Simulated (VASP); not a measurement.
# Ge4Pd (P6/mmm) in VASP: further runs

The runs below take Ge4Pd through relaxation of cell and atoms, single point, with PBE.

All numbers are computed with VASP 6.6.1; they aren't measurements. Logs are shortened: lines on timing, memory, paths and dates and some standing lists are left out, and cuts for length are marked.

### 1 The cell of the first run

The structure is hexagonal, space group P6/mmm (No. 191). Conventional cell: a = 3.893 Å, b = 3.893 Å, c = 7.797 Å, α = 90.00°, β = 90.00°, γ = 120.00°. Ge (site symmetry -6m2) has 3 Pd at 2.25 Å and 3 Ge at 2.25 Å within 3.0 Å. Ge (site symmetry -6m2) has 3 Ge at 2.25 Å within 3.0 Å. Within 3.0 Å of Pd (site symmetry 6/mmm) lie 6 Ge at 2.25 Å.

The cell was built from a structure type or drawn by symmetry, and may not be a known phase.

### 2 Relaxation of cell and atoms, PBE

Contents of INCAR:

```
PREC = Accurate ; ENCUT = 600
EDIFF = 1E-6 ; ISMEAR = 0
SIGMA = 0.1 ; LREAL = False
LASPH = True ; NELM = 60
ALGO = Normal ; ISIF = 3
LWAVE = False ; LCHARG = False
GGA = PE ; IBRION = 2
NSW = 90 ; EDIFFG = -0.04
```

Contents of KPOINTS:

```
regular mesh
0
Gamma
  6 6 2
```

Contents of POSCAR:

```
Ge4Pd
1.0
    3.8925774300      0.0000000000      0.0000000000
   -1.9462887100      3.3710709400      0.0000000000
    0.0000000000      0.0000000000      7.7970281900
Ge Pd
4 1
Direct
    0.3333333300      0.6666666700      0.5000000000
    0.6666666700      0.3333333300      0.5000000000
    0.3333333300      0.6666666700      0.0000000000
    0.6666666700      0.3333333300      0.0000000000
    0.0000000000      0.0000000000      0.5000000000
```

Potentials or basis: VASP PAW PBE potentials, release 64 (Ge_d, Pd).

Started as:

```sh
cat potpaw_PBE.64/Ge_d/POTCAR potpaw_PBE.64/Pd/POTCAR > POTCAR
mpirun -np 1 vasp_std > vasp.out
```

OUTCAR:

```text
PREC = Accurate
   ENCUT = 600
   EDIFF = 1E-6
   ISMEAR = 0
   LREAL = False
   LASPH = True
   NELM = 60
   ISIF = 3
   GGA = PE
   IBRION = 2
   NSW = 90
   EDIFFG = -0.04

 ion  position               nearest neighbor table
   1  0.333  0.667  0.500-   5 2.25   2 2.25   2 2.25   5 2.25   5 2.25   2 2.25
   2  0.667  0.333  0.500-   5 2.25   1 2.25   1 2.25   5 2.25   5 2.25   1 2.25
   3  0.333  0.667  0.000-   4 2.25   4 2.25   4 2.25
   4  0.667  0.333  0.000-   3 2.25   3 2.25   3 2.25
   5  0.000  0.000  0.500-   1 2.25   2 2.25   1 2.25   2 2.25   2 2.25   1 2.25

  LATTYP: Found a hexagonal cell.
 ALAT       =     3.8925774300
 C/A-ratio  =     2.0030502489

  Lattice vectors:

 A1 = (   3.8925774300,   0.0000000000,   0.0000000000)
 A2 = (  -1.9462887100,   3.3710709400,   0.0000000000)
 A3 = (   0.0000000000,   0.0000000000,   7.7970281900)

Analysis of symmetry for initial positions (statically):
=====================================================================
 Subroutine PRICEL returns:
 Original cell was already a primitive cell.

 Routine SETGRP: Setting up the symmetry group for a
 hexagonal supercell.

 Subroutine GETGRP returns: Found 24 space group operations
 (whereof 24 operations were pure point group operations)
 out of a pool of 24 trial point group operations.

The static configuration has the point symmetry D_6h.

Analysis of symmetry for dynamics (positions and initial velocities):
=====================================================================
 Subroutine PRICEL returns:
 Original cell was already a primitive cell.

 Routine SETGRP: Setting up the symmetry group for a
 hexagonal supercell.

 Subroutine GETGRP returns: Found 24 space group operations
 (whereof 24 operations were pure point group operations)
 out of a pool of 24 trial point group operations.

The dynamic configuration has the point symmetry D_6h.

 Subroutine INISYM returns: Found 24 space group operations
 (whereof 24 operations are pure point group operations),
 and found     1 'primitive' translations

----------------------------------------------------------------------------------------

                                     Primitive cell

  volume of cell :     102.3138

  direct lattice vectors                    reciprocal lattice vectors
     3.892577430  0.000000000  0.000000000     0.256899193  0.148320818  0.000000000
    -1.946288710  3.371070940  0.000000000     0.000000000  0.296641636  0.000000000
     0.000000000  0.000000000  7.797028190     0.000000000  0.000000000  0.128253993

  length of vectors
     3.892577430  3.892577427  7.797028190     0.296641636  0.296641636  0.128253993

  position of ions in fractional coordinates (direct lattice)
     0.333333330  0.666666670  0.500000000
     0.666666670  0.333333330  0.500000000
     0.333333330  0.666666670  0.000000000
     0.666666670  0.333333330  0.000000000
     0.000000000  0.000000000  0.500000000

  ion indices of the primitive-cell ions
   primitive index   ion index
                 1           1
                 2           2
                 3           3
                 4           4
                 5           5

----------------------------------------------------------------------------------------

 KPOINTS: regular mesh

Automatic generation of k-mesh.
 Grid dimensions read from file:
 generate k-points for:    6    6    2

 Generating k-lattice:

  Cartesian coordinates                     Fractional coordinates (reciprocal lattice)
     0.042816532  0.024720136  0.000000000     0.166666667  0.000000000  0.000000000
     0.000000000  0.049440273  0.000000000     0.000000000  0.166666667  0.000000000
     0.000000000  0.000000000  0.064126997     0.000000000  0.000000000  0.500000000

  Length of vectors
     0.049440273  0.049440273  0.064126997

  Shift w.r.t. Gamma in fractional coordinates (k-lattice)
     0.000000000  0.000000000  0.000000000

 Subroutine IBZKPT returns following result:
 ===========================================

 Found     14 irreducible k-points:

 Following reciprocal coordinates:
            Coordinates               Weight
  0.000000  0.000000  0.000000      1.000000
  0.166667  0.000000  0.000000      6.000000
  0.333333  0.000000  0.000000      6.000000
  0.500000  0.000000  0.000000      3.000000
  0.166667  0.166667  0.000000      6.000000
  0.333333  0.166667  0.000000     12.000000
  0.333333  0.333333  0.000000      2.000000
  0.000000  0.000000  0.500000      1.000000
  0.166667  0.000000  0.500000      6.000000
  0.333333  0.000000  0.500000      6.000000
  0.500000  0.000000  0.500000      3.000000
  0.166667  0.166667  0.500000      6.000000
  0.333333  0.166667  0.500000     12.000000
  0.333333  0.333333  0.500000      2.000000
   k-points           NKPTS =     14   k-points in BZ     NKDIM =     14   number of bands    NBANDS=     39
   number of dos      NEDOS =    301   number of ions     NIONS =      5
   total plane-waves  NPLWV =  65536
   dimension x,y,z NGX =    32 NGY =   32 NGZ =   64
   dimension x,y,z NGXF=    64 NGYF=   64 NGZF=  128
   ions per type =               4   1
   NGX,Y,Z   is equivalent  to a cutoff of  13.67, 13.67, 13.65 a.u.
   NGXF,Y,Z  is equivalent  to a cutoff of  27.33, 27.33, 27.29 a.u.
 SYSTEM =  unknown system
   PREC   = accura    normal or accurate (medium, high low for compatibility)
   ISTART =      0    job   : 0-new  1-cont  2-samecut
   ICHARG =      2    charge: 1-file 2-atom 10-const
   ISPIN  =      1    spin polarized calculation?
   LNONCOLLINEAR =      F non collinear calculations
   LSORBIT =      F    spin-orbit coupling
   LASPH  =      T    aspherical Exc in radial PAW
   ENCUT  =  600.0 eV  44.10 Ry    6.64 a.u.   7.77  7.77 15.57*2*pi/ulx,y,z
   NELM   =     60;   NELMIN=  2; NELMDL= -5     # of ELM steps
   EDIFF  = 0.1E-05   stopping-criterion for ELM
   LREAL  =      F    real-space projection
   EDIFFG = -.4E-01   stopping-criterion for IOM
   NSW    =     90    number of steps for IOM
   IBRION =      2    ionic relax: 0-MD 1-quasi-New 2-CG
   NFREE  =      1    steps in history (QN), initial steepest desc. (CG)
   ISIF   =      3    stress and relaxation
   ISYM   =      2    0-nonsym 1-usesym 2-fastsym
   POTIM  = 0.5000    time-step for ionic-motion
   TEBEG  =    0.0;   TEEND  =   0.0 temperature during run
   PSTRESS=    0.0 pullay stress
   NELECT =      66.0000    total number of electrons
   NUPDOWN=      -1.0000    fix difference up-down
   EMIN   =  10.00;   EMAX   =-10.00  energy-range for DOS
   EFERMI =   0.00;   METHOD = LEGACY
   ISMEAR =     0;   SIGMA  =   0.10  broadening in eV -4-tet -1-fermi 0-gaus
   EFERMI_NEDOS =   21; number of points for ismear=-14 and -15
   IALGO  =     38    algorithm
   IMIX   =      4    mixing-type and parameters
     AMIX     =   0.40;   BMIX     =  1.00
     AMIX_MAG =   1.60;   BMIX_MAG =  1.00
  volume/ion in A,a.u.               =      20.46       138.09
  Fermi-wavevector in a.u.,A,eV,Ry     =   1.414527  2.673069 27.223734  2.000888
  Thomas-Fermi vector in A             =   2.536060
   LORBIT       =      0    0 simple, 1 ext, 2 COOP (PROOUT), +10 PAW based schemes
   GGA     = PE    functional components
   LHFCALC =     F    Hartree Fock is set to
   AEXX    =    0.0000 exact exchange contribution
   IVDW    =     0    specifies the selected vdW correction
   LEPSILON=     F    determine dielectric tensor
   LRPA    =     F    only Hartree local field effects (RPA)
 conjugate gradient relaxation of ions
 non-spin polarized calculation
 Gauss-broadening in eV      SIGMA  =   0.10
  energy-cutoff  :      600.00
  volume of cell :      102.31
 maximum number of plane-waves:      3440
 NGX is ok and might be reduce to    32
   NGX = 15   NGY = 15   NGZ = 31

--------------------------------------- Ionic step        1  -------------------------------------------

 number of electron      66.0000053 magnetization

 Free energy of the ion-electron system (eV)
  ---------------------------------------------------
  ext. energy  EPLUGINS =         0.00000000
  ---------------------------------------------------
  free energy    TOTEN  =       -16.87106045 eV

  energy without entropy =      -16.85209002  energy(sigma->0) =      -16.86157523

------------------------ aborting loop because EDIFF is reached ----------------------------------------

  FORCE on cell =-STRESS in cart. coord.  units (eV):
  Direction    XX          YY          ZZ          XY          YZ          ZX
  --------------------------------------------------------------------------------------
  -------------------------------------------------------------------------------------
  Total       37.5576524     37.5576524     -0.0130464      0.0000001      0.0000000      0.0000000
  in kB      588.1319377    588.1319375     -0.2042994      0.0000009      0.0000000      0.0000000
  external PRESSURE =     392.0198586 kB  Pullay stress =       0.0000000 kB
[... 98 lines left out ...]
  FREE ENERGIE OF THE ION-ELECTRON SYSTEM (eV)
  ---------------------------------------------------
  free  energy   TOTEN  =       -21.0356498933 eV

  energy  without entropy=      -21.0059648155  energy(sigma->0) =      -21.02080735

 E-fermi :   4.1251     XC(G=0):  -9.7817

 val. band max:        4.0780236158   @ k =   0.1667   0.1667   0.0000
 cond. band min:       4.1321191592   @ k =   0.5000   0.0000   0.5000
 fundamental gap:      0.0540955434
 Fermi energy:         4.1250978579

 k-point     1 :       0.0000    0.0000    0.0000
  band No.  band energies     occupation
      1     -20.6576      2.00000
      2     -20.5886      2.00000
      3     -20.5886      2.00000
      4     -20.5527      2.00000
      5     -20.5527      2.00000
      6     -20.5271      2.00000
[... 577 lines left out ...]
     38       7.9696      0.00000
     39       7.9930      0.00000

 E-fermi :  13.8080     XC(G=0): -13.8942

 val. band max:       13.7601967354   @ k =   0.3333   0.1667   0.0000
 cond. band min:      14.0515039839   @ k =   0.0000   0.0000   0.0000
 fundamental gap:      0.2913072485
 Fermi energy:        13.8080396526

 k-point     1 :       0.0000    0.0000    0.0000
  band No.  band energies     occupation
      1     -19.2319      2.00000
      2     -19.2224      2.00000
      3     -16.6449      2.00000
      4     -16.6449      2.00000
      5     -16.5405      2.00000
      6     -16.5405      2.00000
[... 577 lines left out ...]
     38      18.4976      0.00000
     39      19.0175      0.00000

[... ionic steps 4 to 18 ...]

--------------------------------------- Ionic step       19  -------------------------------------------

 number of electron      66.0000004 magnetization

------------------------ aborting loop because EDIFF is reached ----------------------------------------
[... 73 lines left out ...]
--------------------------------------- Ionic step       21  -------------------------------------------

 number of electron      65.9999998 magnetization

 Free energy of the ion-electron system (eV)
  ---------------------------------------------------
  ext. energy  EPLUGINS =         0.00000000
  ---------------------------------------------------
  free energy    TOTEN  =       -22.87194349 eV

  energy without entropy =      -22.86047330  energy(sigma->0) =      -22.86620840

 E-fermi :   6.0120     XC(G=0): -10.8935

 val. band max:        5.9725088153   @ k =   0.3333   0.1667   0.5000
 cond. band min:       6.1041609363   @ k =   0.1667   0.1667   0.5000
 fundamental gap:      0.1316521210
 Fermi energy:         6.0120138748

 k-point     1 :       0.0000    0.0000    0.0000
  band No.  band energies     occupation
      1     -18.7984      2.00000
      2     -18.7289      2.00000
      3     -18.6647      2.00000
      4     -18.6647      2.00000
      5     -18.6260      2.00000
      6     -18.6260      2.00000
[... 609 lines left out ...]
  FREE ENERGIE OF THE ION-ELECTRON SYSTEM (eV)
  ---------------------------------------------------
  free  energy   TOTEN  =       -22.8719434904 eV

  energy  without entropy=      -22.8604733010  energy(sigma->0) =      -22.86620840

 reached required accuracy - stopping structural energy minimisation
```

Run time: 15 min. Hardware: 1 thread of Intel Xeon Platinum 8488C (Sapphire Rapids), shared host; peak memory 0.29 GiB.

Results:

- Free energy: -22.8719 eV
- Relaxed volume: 19.88 Å³/atom
- Relaxed cell: a = 4.720 Å, b = 4.720 Å, c = 5.151 Å, α = 90.00°, β = 90.00°, γ = 120.00°
- Space group after relaxing (to 0.1 Å): P6/mmm (No. 191)
- Pressure after relaxing: -0.1 GPa
- Band gap on the k mesh: zero (bands 33 and 34 overlap by 2.08 eV)

Final structure:
```yaml
crystal:
  lattice:
    - [4.71988, 0.00000, 0.00000]
    - [-2.35994, 4.08754, 0.00000]
    - [0.00000, 0.00000, 5.15147]
  atoms:
    - { symbol: Ge, position: [0.33333, 0.66667, 0.50000] }
    - { symbol: Ge, position: [0.66667, 0.33333, 0.50000] }
    - { symbol: Ge, position: [0.33333, 0.66667, 0.00000] }
    - { symbol: Ge, position: [0.66667, 0.33333, 0.00000] }
    - { symbol: Pd, position: [0.00000, 0.00000, 0.50000] }
```

Caveat: the k points lie up to 0.61 Å⁻¹ apart in the final cell, too coarse for converged energies and pressures of a metal; a cell axis changed by over 15 % at a fixed basis, so the end point is rough.

### 3 Single point, PBE

This run uses another cell than the first one, of 20.06 Å³/atom.

Contents of INCAR:

```
PREC = Accurate
ENCUT = 520
EDIFF = 1E-7
ISMEAR = 0
SIGMA = 0.1
LREAL = False
LASPH = True
NELM = 60
ALGO = Normal
ISIF = 2
LWAVE = False
LCHARG = False
GGA = PE
NBANDS = 41
```

Contents of KPOINTS:

```
Automatic mesh
0
Gamma
  12 12 8
```

Contents of POSCAR:

```
Ge4Pd
1.0
    4.6141923661      0.0000000000      0.0000000000
   -2.3070961831      3.9960078069      0.0000000000
    0.0000000000      0.0000000000      5.4386645966
Ge Pd
4 1
Direct
    0.3333333333      0.6666666667      0.5000000000
    0.6666666667      0.3333333333      0.5000000000
    0.3333333333      0.6666666667      0.0000000000
    0.6666666667      0.3333333333      0.0000000000
    0.0000000000      0.0000000000      0.5000000000
```

Potentials or basis: VASP PAW PBE potentials, release 64 (Ge_d, Pd).

Started as:

```sh
cat potpaw_PBE.64/Ge_d/POTCAR potpaw_PBE.64/Pd/POTCAR > POTCAR
mpirun -np 1 vasp_std > vasp.out
```

Run time: 5.5 min. Hardware: 1 thread of Intel Xeon Platinum 8488C (Sapphire Rapids), shared host; peak memory 0.43 GiB.

Results (log left out):

```
Free energy            : -22.6385 eV
Pressure               : 0.0 GPa
Band gap on the k mesh : zero (bands 33 and 34 overlap by 2.42 eV)
```

Levels at points of the mesh, in eV from the Fermi level:
```tsv
k point	band 29	band 30	band 31	band 32	band 33	band 34	band 35	band 36	band 37	band 38
(0.00, 0.00, 0.00)	-1.63	-1.28	-1.14	-1.14	0.05	0.59	0.59	1.98	1.98	3.77
(0.50, 0.00, 0.00)	-2.38	-2.25	-1.93	-1.11	-0.86	-0.81	2.38	4.13	4.23	5.91
(0.00, 0.00, 0.50)	-2.25	-1.34	-1.34	-0.14	0.87	1.24	1.24	1.30	1.30	3.00
(0.50, 0.00, 0.50)	-2.34	-1.81	-1.40	-0.57	-0.54	1.30	1.97	2.58	3.32	5.26
```
